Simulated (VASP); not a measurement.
# Sn (C2/c) in VASP: a series of runs

Sn is run at these levels: r2SCAN; tasks: single point.

Program: VASP 6.6.1. These are calculated values, not measurements. Logs are shortened: lines on timing, memory, paths and dates and some standing lists are left out, and cuts for length are marked.

## 1. The cell of the first run

It takes space group C2/c (No. 15, monoclinic). The conventional cell has a = 3.178 Å, b = 8.342 Å, c = 4.458 Å, α = 90.00°, β = 110.77°, γ = 90.00°. Within 4.0 Å of Sn (site symmetry 2) lie 10 Sn at 3.05 to 3.79 Å.

## 2. Single point, r2SCAN

Contents of POSCAR:

```
Sn
1.0
   -2.9482820713      2.9504023647      1.5888172584
    2.9504023647     -2.9482820713      1.5888172584
    2.9460530987      2.9460530987     -1.5849306448
Sn
2
Direct
    0.0000251473      0.9999748527      0.0000000000
    0.7499748527      0.2500251473      0.5000000000
```

Contents of INCAR.step1:

```
ALGO     = Normal         # electronic algorithm
EDIFF    = 1E-4           # SCF threshold, eV
ENCUT    = 520            # plane-wave cutoff, eV
GGA      = PE             # functional
ISMEAR   = 1              # smearing method
LASPH    = True           # aspherical terms in the spheres
LCHARG   = False          # write CHGCAR
LREAL    = False          # projectors in reciprocal space
LWAVE    = True           # write WAVECAR
NBANDS   = 21             # bands
NELM     = 80             # most SCF steps
PREC     = Accurate       # precision mode
SIGMA    = 0.3            # smearing width, eV
```

Contents of INCAR.step2:

```
ALGO     = Normal         # electronic algorithm
EDIFF    = 1E-7           # SCF threshold, eV
ENCUT    = 520            # plane-wave cutoff, eV
ISIF     = 2              # what is computed and relaxed
ISMEAR   = 1              # smearing method
ISTART   = 1            
LASPH    = True           # aspherical terms in the spheres
LCHARG   = False          # write CHGCAR
LMIXTAU  = True         
LREAL    = False          # projectors in reciprocal space
LWAVE    = False          # write WAVECAR
METAGGA  = R2SCAN         # meta-GGA
NBANDS   = 21             # bands
NELM     = 80             # most SCF steps
PREC     = Accurate       # precision mode
SIGMA    = 0.3            # smearing width, eV
```

Contents of KPOINTS:

```
k-points
0
Gamma
  11 11 8
```

Potentials or basis: VASP PAW PBE potentials, release 64 (Sn_d).

The run is started by

```console
cat potpaw_PBE.64/Sn_d/POTCAR > POTCAR
cp INCAR.step1 INCAR
mpirun -np 1 vasp_std > vasp.out
cp INCAR.step2 INCAR
mpirun -np 1 vasp_std > vasp.out
```

OUTCAR:

```text
EDIFF = 1E-7
   ENCUT = 520
   ISIF = 2
   ISMEAR = 1
   ISTART = 1
   LASPH = True
   LREAL = False
   METAGGA = R2SCAN
   NELM = 80
   PREC = Accurate

 ion  position               nearest neighbor table
   1  0.000  1.000  0.000-   2 3.05   2 3.05   2 3.05   2 3.05
   2  0.750  0.250  0.500-   1 3.05   1 3.05   1 3.05   1 3.05

  LATTYP: Found a base centered monoclinic cell.
 ALAT       =     3.1776359316
 B/A-ratio  =     2.6252219289
 C/A-ratio  =     1.4028132337
 COS(beta)  =    -0.3546724370

  Lattice vectors:

 A1 = (  -2.9482820713,   2.9504023647,   1.5888172584)
 A2 = (   2.9504023647,  -2.9482820713,   1.5888172584)
 A3 = (   2.9460530987,   2.9460530987,  -1.5849306448)

Analysis of symmetry for initial positions (statically):
=====================================================================
 Subroutine PRICEL returns:
 Original cell was already a primitive cell.

 Routine SETGRP: Setting up the symmetry group for a
 base centered monoclinic supercell.

 Subroutine GETGRP returns: Found  4 space group operations
 (whereof  2 operations were pure point group operations)
 out of a pool of  4 trial point group operations.

The static configuration has the point symmetry C_2 .
 The point group associated with its full space group is C_2h.

Analysis of symmetry for dynamics (positions and initial velocities):
=====================================================================
 Subroutine PRICEL returns:
 Original cell was already a primitive cell.

 Routine SETGRP: Setting up the symmetry group for a
 base centered monoclinic supercell.

 Subroutine GETGRP returns: Found  4 space group operations
 (whereof  2 operations were pure point group operations)
 out of a pool of  4 trial point group operations.

The dynamic configuration has the point symmetry C_2 .
 The point group associated with its full space group is C_2h.

 Subroutine INISYM returns: Found  4 space group operations
 (whereof  2 operations are pure point group operations),
 and found     1 'primitive' translations

----------------------------------------------------------------------------------------

                                     Primitive cell

  volume of cell :      55.2402

  direct lattice vectors                    reciprocal lattice vectors
    -2.948282071  2.950402365  1.588817258    -0.000143327  0.169386000  0.314586574
     2.950402365 -2.948282071  1.588817258     0.169386000 -0.000143327  0.314586574
     2.946053099  2.946053099 -1.584930645     0.169657695  0.169657695 -0.000226410

  length of vectors
     4.463359897  4.463359897  4.457629737     0.357290288  0.357290288  0.239932320

  position of ions in fractional coordinates (direct lattice)
     0.000025147  0.999974853  1.000000000
     0.749974853  0.250025147  0.500000000

  ion indices of the primitive-cell ions
   primitive index   ion index
                 1           1
                 2           2

----------------------------------------------------------------------------------------

 KPOINTS: k-points

Automatic generation of k-mesh.
 Grid dimensions read from file:
 generate k-points for:   11   11    8

 Generating k-lattice:

  Cartesian coordinates                     Fractional coordinates (reciprocal lattice)
    -0.000013030  0.015398727  0.028598779     0.090909091 -0.000000000  0.000000000
     0.015398727 -0.000013030  0.028598779    -0.000000000  0.090909091  0.000000000
     0.021207212  0.021207212 -0.000028301    -0.000000000 -0.000000000  0.125000000

  Length of vectors
     0.032480935  0.032480935  0.029991540

  Shift w.r.t. Gamma in fractional coordinates (k-lattice)
     0.000000000  0.000000000  0.000000000

 Subroutine IBZKPT returns following result:
 ===========================================

 Found    270 irreducible k-points:

 Following reciprocal coordinates:
            Coordinates               Weight
  0.000000  0.000000  0.000000      1.000000
  0.090909 -0.000000  0.000000      4.000000
  0.181818 -0.000000  0.000000      4.000000
  0.272727 -0.000000  0.000000      4.000000
  0.363636 -0.000000  0.000000      4.000000
  0.454545  0.000000  0.000000      4.000000
[... 16 lines left out ...]
 -0.272727  0.181818 -0.000000      4.000000
 -0.181818  0.181818  0.000000      2.000000
 [... further k-points ...]
   k-points           NKPTS =    270   k-points in BZ     NKDIM =    270   number of bands    NBANDS=     21
   number of dos      NEDOS =    301   number of ions     NIONS =      2
   total plane-waves  NPLWV =  46656
   dimension x,y,z NGX =    36 NGY =   36 NGZ =   36
   dimension x,y,z NGXF=    72 NGYF=   72 NGZF=   72
   ions per type =               2
   NGX,Y,Z   is equivalent  to a cutoff of  13.41, 13.41, 13.43 a.u.
   NGXF,Y,Z  is equivalent  to a cutoff of  26.82, 26.82, 26.85 a.u.
 SYSTEM =  unknown system
   PREC   = accura    normal or accurate (medium, high low for compatibility)
   ISTART =      1    job   : 0-new  1-cont  2-samecut
   ICHARG =      0    charge: 1-file 2-atom 10-const
   ISPIN  =      1    spin polarized calculation?
   LNONCOLLINEAR =      F non collinear calculations
   LSORBIT =      F    spin-orbit coupling
   LASPH  =      T    aspherical Exc in radial PAW
   ENCUT  =  520.0 eV  38.22 Ry    6.18 a.u.   8.30  8.30  8.29*2*pi/ulx,y,z
   NELM   =     80;   NELMIN=  2; NELMDL=  0     # of ELM steps
   EDIFF  = 0.1E-06   stopping-criterion for ELM
   LREAL  =      F    real-space projection
   EDIFFG = 0.1E-05   stopping-criterion for IOM
   NSW    =      0    number of steps for IOM
   IBRION =     -1    ionic relax: 0-MD 1-quasi-New 2-CG
   NFREE  =      0    steps in history (QN), initial steepest desc. (CG)
   ISIF   =      2    stress and relaxation
   ISYM   =      2    0-nonsym 1-usesym 2-fastsym
   POTIM  = 0.5000    time-step for ionic-motion
   TEBEG  =    0.0;   TEEND  =   0.0 temperature during run
   PSTRESS=    0.0 pullay stress
   NELECT =      28.0000    total number of electrons
   NUPDOWN=      -1.0000    fix difference up-down
   EMIN   =  10.00;   EMAX   =-10.00  energy-range for DOS
   EFERMI =   0.00;   METHOD = LEGACY
   ISMEAR =     1;   SIGMA  =   0.30  broadening in eV -4-tet -1-fermi 0-gaus
   EFERMI_NEDOS =   21; number of points for ismear=-14 and -15
   IALGO  =     38    algorithm
   IMIX   =      4    mixing-type and parameters
     AMIX     =   0.40;   BMIX     =  1.00
     AMIX_MAG =   1.60;   BMIX_MAG =  1.00
  volume/ion in A,a.u.               =      27.62       186.39
  Fermi-wavevector in a.u.,A,eV,Ry     =   1.305296  2.466652 23.181573  1.703798
  Thomas-Fermi vector in A             =   2.436174
   LORBIT       =      0    0 simple, 1 ext, 2 COOP (PROOUT), +10 PAW based schemes
   METAGGA = R2SCAN    functional components
   LHFCALC =     F    Hartree Fock is set to
   AEXX    =    0.0000 exact exchange contribution
   IVDW    =     0    specifies the selected vdW correction
   LEPSILON=     F    determine dielectric tensor
   LRPA    =     F    only Hartree local field effects (RPA)
 non-spin polarized calculation
 Methfessel and Paxton  Order N= 1 SIGMA  =   0.30
  energy-cutoff  :      520.00
  volume of cell :       55.24
 maximum number of plane-waves:      1505
 NGX is ok and might be reduce to    36
   NGX = 17   NGY = 17   NGZ = 17

 number of electron      27.9999990 magnetization

 Free energy of the ion-electron system (eV)
  ---------------------------------------------------
  ext. energy  EPLUGINS =         0.00000000
  ---------------------------------------------------
  free energy    TOTEN  =       -49.25113609 eV

  energy without entropy =      -49.25303304  energy(sigma->0) =      -49.25176840

 E-fermi :   7.6583     XC(G=0): -11.0352

 val. band max:        7.6558567449   @ k =   0.1818   0.0909   0.3750
 cond. band min:       7.6743132756   @ k =   0.1818   0.0909   0.0000
 fundamental gap:      0.0184565307
 Fermi energy:         7.6583138507

 k-point     1 :       0.0000    0.0000    0.0000
  band No.  band energies     occupation
      1     -14.6299      2.00000
      2     -14.5560      2.00000
      3     -14.5020      2.00000
      4     -14.4967      2.00000
      5     -14.3310      2.00000
      6     -14.3308      2.00000
[... 13 lines left out ...]
     20      17.8254      0.00000
     21      18.5603      0.00000

 k-point     2 :       0.0909   -0.0000    0.0000
  band No.  band energies     occupation
      1     -14.6247      2.00000
      2     -14.5376      2.00000
      3     -14.4907      2.00000
      4     -14.4804      2.00000
      5     -14.3439      2.00000
      6     -14.3418      2.00000
[... 13 lines left out ...]
     20      17.5202      0.00000
     21      17.7003      0.00000

 k-point     3 :       0.1818   -0.0000    0.0000
  band No.  band energies     occupation
      1     -14.6091      2.00000
      2     -14.4919      2.00000
      3     -14.4745      2.00000
      4     -14.4326      2.00000
      5     -14.3707      2.00000
      6     -14.3515      2.00000
[... 13 lines left out ...]
     20      16.1579      0.00000
     21      16.5772      0.00000

 k-point     4 :       0.2727   -0.0000    0.0000
  band No.  band energies     occupation
      1     -14.5875      2.00000
      2     -14.4552      2.00000
      3     -14.4507      2.00000
      4     -14.4169      2.00000
      5     -14.3983      2.00000
      6     -14.3557      2.00000
[... 13 lines left out ...]
     20      15.1805      0.00000
     21      16.8978      0.00000

 k-point     5 :       0.3636   -0.0000    0.0000
  band No.  band energies     occupation
      1     -14.5680      2.00000
      2     -14.4527      2.00000
      3     -14.4494      2.00000
      4     -14.4312      2.00000
      5     -14.4039      2.00000
      6     -14.3750      2.00000
[... 13 lines left out ...]
     20      15.2607      0.00000
     21      17.9209      0.00000

 k-point     6 :       0.4545    0.0000    0.0000
  band No.  band energies     occupation
      1     -14.5549      2.00000
      2     -14.4764      2.00000
      3     -14.4631      2.00000
      4     -14.4242      2.00000
      5     -14.3921      2.00000
      6     -14.3868      2.00000
[... 13 lines left out ...]
     20      17.2835      0.00000
     21      18.1589      0.00000

 k-point     7 :       0.0909    0.0909    0.0000
  band No.  band energies     occupation
      1     -14.6149      2.00000
      2     -14.4897      2.00000
      3     -14.4793      2.00000
      4     -14.4245      2.00000
      5     -14.3687      2.00000
      6     -14.3635      2.00000
[... 13 lines left out ...]
     20      16.0511      0.00000
     21      16.3034      0.00000
[... 291 lines left out ...]
      1     -14.5456      2.00000
      2     -14.4786      2.00000
      3     -14.4542      2.00000
      4     -14.4104      2.00000
      5     -14.3968      2.00000
      6     -14.3606      2.00000
[... 13 lines left out ...]
     20      16.7116      0.00000
     21      17.5019      0.00000

 k-point    21 :      -0.4545    0.1818   -0.0000
  band No.  band energies     occupation
      1     -14.5493      2.00000
      2     -14.4667      2.00000
      3     -14.4584      2.00000
      4     -14.4210      2.00000
      5     -14.3898      2.00000
      6     -14.3600      2.00000
[... 13 lines left out ...]
     20      16.5235      0.00000
     21      17.0928      0.00000

 k-point    22 :      -0.3636    0.1818   -0.0000
  band No.  band energies     occupation
      1     -14.5659      2.00000
      2     -14.5010      2.00000
      3     -14.4699      2.00000
      4     -14.4372      2.00000
      5     -14.3799      2.00000
      6     -14.3451      2.00000
[... 13 lines left out ...]
     20      16.7567      0.00000
     21      17.8420      0.00000

 k-point    23 :      -0.2727    0.1818   -0.0000
  band No.  band energies     occupation
      1     -14.5860      2.00000
      2     -14.5427      2.00000
      3     -14.5030      2.00000
      4     -14.4587      2.00000
      5     -14.3587      2.00000
      6     -14.3259      2.00000
[... 13 lines left out ...]
     20      18.2586      0.00000
     21      18.8616      0.00000

 k-point    24 :      -0.1818    0.1818    0.0000
  band No.  band energies     occupation
      1     -14.6023      2.00000
      2     -14.5594      2.00000
      3     -14.5161      2.00000
      4     -14.4742      2.00000
      5     -14.3452      2.00000
      6     -14.3191      2.00000
[... 13 lines left out ...]
     20      18.3543      0.00000
     21      18.6414      0.00000

 [... further k-points ...]

------------------------ aborting loop because EDIFF is reached ----------------------------------------

  FORCE on cell =-STRESS in cart. coord.  units (eV):
  Direction    XX          YY          ZZ          XY          YZ          ZX
  --------------------------------------------------------------------------------------
  -------------------------------------------------------------------------------------
  Total       -0.0167904     -0.0167904     -0.0323400     -0.0028877      0.0075944      0.0075944
  in kB       -0.4869869     -0.4869869     -0.9379820     -0.0837538      0.2202661      0.2202669
  external PRESSURE =      -0.6373186 kB  Pullay stress =       0.0000000 kB

 VOLUME and BASIS-vectors are now :
 -----------------------------------------------------------------------------
  energy-cutoff  :      520.00
  volume of cell :       55.24
      direct lattice vectors                 reciprocal lattice vectors
    -2.948282071  2.950402365  1.588817258    -0.000143327  0.169386000  0.314586574
     2.950402365 -2.948282071  1.588817258     0.169386000 -0.000143327  0.314586574
     2.946053099  2.946053099 -1.584930645     0.169657695  0.169657695 -0.000226410

 POSITION                                       TOTAL-FORCE (eV/Angst)
 -----------------------------------------------------------------------------------
      2.95025     -2.94813      1.58882         0.000382     -0.000382     -0.000000
     -0.00044      2.94861      0.79635        -0.000382      0.000382      0.000000
 -----------------------------------------------------------------------------------
    total drift:                               -0.000000      0.000000     -0.000000

  FREE ENERGIE OF THE ION-ELECTRON SYSTEM (eV)
  ---------------------------------------------------
  free  energy   TOTEN  =       -49.2511360868 eV

  energy  without entropy=      -49.2530330374  energy(sigma->0) =      -49.25176840
```

It took 9.6 min on 1 thread of Intel Xeon 6975P-C (Granite Rapids), shared host; peak memory 0.39 GiB.

What came out:

```
Free energy            : -49.2511 eV
Pressure               : -0.1 GPa
Band gap on the k mesh : zero (bands 14 and 15 overlap by 3.86 eV)
```

Caveat: so wide a smearing shifts energies and pressures; the PAW data sets were made with another functional, which shifts forces and pressure a little; spin-orbit coupling is left out, which moves the levels of the heavy elements.

## 3. Single point, r2SCAN

POSCAR is that of step 2.

Contents of INCAR.step1:

```
PREC = Accurate
ENCUT = 520
ISMEAR = 1
SIGMA = 0.6
LREAL = False
LASPH = True
NELM = 80
NBANDS = 21
GGA = PE
ALGO = Normal
EDIFF = 1E-4
LWAVE = True
LCHARG = False
```

Contents of INCAR.step2:

```
PREC = Accurate
ENCUT = 520
EDIFF = 1E-6
ISMEAR = 1
SIGMA = 0.6
LREAL = False
LASPH = True
NELM = 80
ALGO = Normal
ISIF = 2
LWAVE = False
LCHARG = True
METAGGA = R2SCAN
LMIXTAU = True
LELF = True
LVHAR = True
NBANDS = 21
ISTART = 1
```

Contents of KPOINTS:

```
Automatic mesh
0
Gamma
  11 11 8
```

Potentials or basis: VASP PAW PBE potentials, release 64 (Sn_d).

The run is started by

```console
cat potpaw_PBE.64/Sn_d/POTCAR > POTCAR
cp INCAR.step1 INCAR
mpirun -np 1 vasp_std > vasp.out
cp INCAR.step2 INCAR
mpirun -np 1 vasp_std > vasp.out
```

Run time: 8.8 min. Hardware: 1 thread of Intel Xeon 6975P-C (Granite Rapids), shared host; peak memory 0.39 GiB.

The run converged. Its results:

| Item | Value |
| --- | --- |
| Free energy | -49.2482 eV |
| Pressure | -0.1 GPa |
| Band gap on the k mesh | zero (bands 14 and 15 overlap by 3.86 eV) |

Stress tensor (GPa, compression positive):
```
-0.15  0.02 -0.02
 0.02 -0.15 -0.02
-0.02 -0.02 -0.02
```

Levels at points of the mesh, in eV from the Fermi level:
```
           k point  band 12  band 13  band 14  band 15  band 16  band 17
(0.00, 0.00, 0.00)    -3.79    -2.13    -2.12     3.37     6.40     6.40
(0.00, 0.00, 0.50)    -9.20     0.53     0.53     1.70     1.70     6.54
```

Caveat: so wide a smearing shifts energies and pressures; the PAW data sets were made with another functional, which shifts forces and pressure a little; spin-orbit coupling is left out, which moves the levels of the heavy elements.

## 4. Single point, r2SCAN

POSCAR is that of step 3.

Contents of INCAR.step1:

```
SYSTEM = Sn
ALGO = Normal ; EDIFF = 1E-4
ENCUT = 520 ; GGA = PE
ISMEAR = 1 ; LASPH = .True.
LCHARG = .False. ; LREAL = .False.
LWAVE = .True. ; NBANDS = 21
NELM = 60 ; PREC = Accurate
SIGMA = 0.2
```

Contents of INCAR.step2:

```
SYSTEM = Sn
ALGO = Normal ; EDIFF = 1E-6
ENCUT = 520 ; ISIF = 2
ISMEAR = 1 ; ISTART = 1
LASPH = .True. ; LCHARG = .False.
LMIXTAU = .True. ; LREAL = .False.
LWAVE = .False. ; METAGGA = R2SCAN
NBANDS = 21 ; NELM = 60
PREC = Accurate ; SIGMA = 0.2
```

Contents of KPOINTS:

```
k-points
0
Gamma
  11 11 8
  0 0 0
```

The run is started by

```console
cat potpaw_PBE.64/Sn_d/POTCAR > POTCAR
cp INCAR.step1 INCAR
mpirun -np 1 vasp_std > vasp.out
cp INCAR.step2 INCAR
mpirun -np 1 vasp_std > vasp.out
```

Wall time 12 min (1 thread of AMD EPYC 9R45 (Zen 5), shared host); peak memory 0.36 GiB.

The run converged. Its results:

| Quantity | Value |
| --- | --- |
| Free energy | -49.2517 eV |
| Pressure | 0.0 GPa |
| Largest force | 0.004 eV/Å |
| Band gap on the k mesh | zero (bands 14 and 15 overlap by 3.86 eV) |

Forces on the atoms (eV/Å):
```
Sn  -0.003  0.003  0.000
Sn   0.003 -0.003  0.000
```

Stress tensor (GPa, compression positive):
```
 0.02 -0.02 -0.02
-0.02  0.02 -0.02
-0.02 -0.02 -0.13
```

Levels at points of the mesh, in eV from the Fermi level:
```tsv
k point	band 10	band 11	band 12	band 13	band 14	band 15	band 16	band 17	band 18	band 19
(0.00, 0.00, 0.00)	-21.79	-11.49	-3.78	-2.12	-2.11	3.38	6.41	6.41	7.32	7.42
(0.00, 0.00, 0.50)	-21.91	-9.19	-9.19	0.54	0.54	1.72	1.72	6.56	6.56	10.14
```

Caveat: the PAW data sets were made with another functional, which shifts forces and pressure a little; spin-orbit coupling is left out, which moves the levels of the heavy elements.

(Part 1 of 2 ends here.)
